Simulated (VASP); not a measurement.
# SiC (k3) (P6_3/mmc) in VASP: a series of runs, part 2 of 2

VASP 6.6.1. The steps go on from the part before.

**3. Relaxation of cell and atoms, PBEsol**

Contents of INCAR:

```
SYSTEM = SiC
ALGO = Normal
EDIFF = 1E-7
EDIFFG = -0.002
ENCUT = 600
GGA = PS
GGA_COMPAT = .FALSE.
IBRION = 2
ISIF = 3
ISMEAR = 0
LASPH = .TRUE.
LCHARG = .FALSE.
LREAL = .FALSE.
LWAVE = .FALSE.
NELM = 120
NELMIN = 4
NSW = 100
PREC = Accurate
SIGMA = 0.1
```

Contents of KPOINTS:

```
k-points
0
G
  6 6 4
  0 0 0
```

Contents of POSCAR:

```
SiC
1.0
    3.1680102903      0.0000000000      0.0000000000
   -1.5840051451      2.7435773908      0.0000000000
    0.0000000000      0.0000000000      4.6868235013
Si C
2 2
Direct
    0.3333333333      0.6666666667      0.0000000000
    0.6666666667      0.3333333333      0.5000000000
    0.3333333333      0.6666666667      0.5000000000
    0.6666666667      0.3333333333      1.0000000000
```

Potentials or basis: VASP PAW PBE potentials, release 64 (Si, C).

Started as:

```sh
cat potpaw_PBE.64/Si/POTCAR potpaw_PBE.64/C/POTCAR > POTCAR
mpirun -np 1 vasp_std > vasp.out
```

OUTCAR:

```text
SYSTEM = SiC
   EDIFF = 1E-7
   EDIFFG = -0.002
   ENCUT = 600
   GGA = PS
   IBRION = 2
   ISIF = 3
   ISMEAR = 0
   LASPH = .TRUE.
   LREAL = .FALSE.
   NELM = 120
   NELMIN = 4
   NSW = 100
   PREC = Accurate

 ion  position               nearest neighbor table
   1  0.333  0.667  0.000-   4 1.83   4 1.83   4 1.83   3 2.34   3 2.34   2 2.97   2 2.97   2 2.97
                             2 2.97   2 2.97   2 2.97
   2  0.667  0.333  0.500-   3 1.83   3 1.83   3 1.83   4 2.34   4 2.34   1 2.97   1 2.97   1 2.97
                             1 2.97   1 2.97   1 2.97
   3  0.333  0.667  0.500-   2 1.83   2 1.83   2 1.83   1 2.34   1 2.34
   4  0.667  0.333  0.000-   1 1.83   1 1.83   1 1.83   2 2.34   2 2.34

  LATTYP: Found a hexagonal cell.
 ALAT       =     3.1680102903
 C/A-ratio  =     1.4794218048

  Lattice vectors:

[... 190 lines left out ...]
  Total        0.0932931      0.0932931     -0.0141017      0.0000000      0.0000000      0.0000000
  in kB        3.6692553      3.6692553     -0.5546263      0.0000000      0.0000000      0.0000000
  external PRESSURE =       2.2612948 kB  Pullay stress =       0.0000000 kB
[... 177 lines left out ...]
--------------------------------------- Ionic step        6  -------------------------------------------

 number of electron      16.0000000 magnetization

 Free energy of the ion-electron system (eV)
  ---------------------------------------------------
  ext. energy  EPLUGINS =         0.00000000
  ---------------------------------------------------
  free energy    TOTEN  =       -30.05754960 eV

  energy without entropy =      -30.05538208  energy(sigma->0) =      -30.05646584

 E-fermi :  10.1778     XC(G=0): -11.5937

 val. band max:       10.1469850287   @ k =   0.1667   0.0000   0.0000
 cond. band min:      10.4948739351   @ k =   0.5000   0.0000   0.2500
 fundamental gap:      0.3478889063
 Fermi energy:        10.1777584419

 k-point     1 :       0.0000    0.0000    0.0000
  band No.  band energies     occupation
      1      -7.3330      2.00000
      2      -3.0185      2.00000
      3       0.6457      2.00000
      4       5.9308      2.00000
      5       5.9308      2.00000
      6       7.6246      2.00000
      7       7.6246      2.00000
      8      10.9566      0.00000
      9      11.3853      0.00000
     10      14.1115      0.00000
     11      14.1115      0.00000
     12      14.7814      0.00000
[... 329 lines left out ...]
  FREE ENERGIE OF THE ION-ELECTRON SYSTEM (eV)
  ---------------------------------------------------
  free  energy   TOTEN  =       -30.0575496035 eV

  energy  without entropy=      -30.0553820811  energy(sigma->0) =      -30.05646584

 reached required accuracy - stopping structural energy minimisation
```

OSZICAR:

```text
N       E                     dE             d eps       ncg     rms          rms(c)
DAV:   1     0.366213528511E+02    0.36621E+02   -0.79430E+03   504   0.133E+03
DAV:   2    -0.302405266301E+02   -0.66862E+02   -0.62600E+02   680   0.194E+02
DAV:   3    -0.338389540125E+02   -0.35984E+01   -0.34862E+01   672   0.441E+01
[... 42 lines left out ...]
DAV:   1    -0.300575768695E+02   -0.34094E-04   -0.13572E-03   568   0.304E-01    0.264E-02
DAV:   2    -0.300575581108E+02    0.18759E-04   -0.44102E-05   588   0.559E-02    0.140E-02
DAV:   3    -0.300575498868E+02    0.82240E-05   -0.15200E-05   584   0.294E-02    0.309E-03
DAV:   4    -0.300575496152E+02    0.27166E-06   -0.16496E-06   596   0.951E-03    0.131E-03
DAV:   5    -0.300575496035E+02    0.11620E-07   -0.12719E-07   284   0.287E-03
   6 F= -.30057550E+02 E0= -.30056466E+02  d E =-.170455E-04
```

Run time: 30 s. Hardware: 1 thread of Intel Xeon Platinum 8375C at 2.90GHz (Ice Lake), shared host; peak memory 0.17 GiB.

What came out:

| Item | Value |
| --- | --- |
| Free energy | -30.0575 eV |
| Relaxed volume | 10.19 Å³/atom |
| Relaxed cell | a = 3.170 Å, b = 3.170 Å, c = 4.682 Å, α = 90.00°, β = 90.00°, γ = 120.00° |
| Space group after relaxing (to 0.05 Å) | P6_3/mmc (No. 194) |
| Energy gained by relaxing | 0.0 meV/atom |
| Ionic steps | 6 |
| Pressure after relaxing | 0.0 GPa |
| Band gap on the k mesh | zero (band 8 reaches 10.96 eV, above the bottom of band 9 at 9.99 eV) |

Final structure:
```cif
data_structure
_symmetry_space_group_name_H-M 'P 1'
_symmetry_Int_Tables_number 1
_cell_length_a 3.1700
_cell_length_b 3.1700
_cell_length_c 4.6817
_cell_angle_alpha 90.000
_cell_angle_beta 90.000
_cell_angle_gamma 120.000
_cell_volume 40.74
loop_
_atom_site_label
_atom_site_type_symbol
_atom_site_fract_x
_atom_site_fract_y
_atom_site_fract_z
_atom_site_occupancy
Si1 Si 0.33333 0.66667 0.00000 1
Si2 Si 0.66667 0.33333 0.50000 1
C1 C 0.33333 0.66667 0.50000 1
C2 C 0.66667 0.33333 0.00000 1
```

Levels at points of the mesh, in eV from the Fermi level:
```csv
k point,band 5,band 6,band 7,band 8,band 9,band 10,band 11,band 12
"(0.00, 0.00, 0.00)",-4.25,-2.55,-2.55,0.78,1.21,3.93,3.93,4.60
"(0.50, 0.00, 0.00)",-6.51,-6.08,-4.13,-3.54,-0.19,3.91,5.04,6.45
"(0.00, 0.00, 0.50)",-3.47,-3.47,-3.47,-3.47,2.79,2.79,4.60,4.60
"(0.50, 0.00, 0.50)",-5.03,-5.03,-2.49,-2.49,1.97,1.97,2.47,2.47
```

Caveat: the k points lie up to 0.38 Å⁻¹ apart in the final cell; the PAW data sets were made with another functional, which shifts forces and pressure a little.
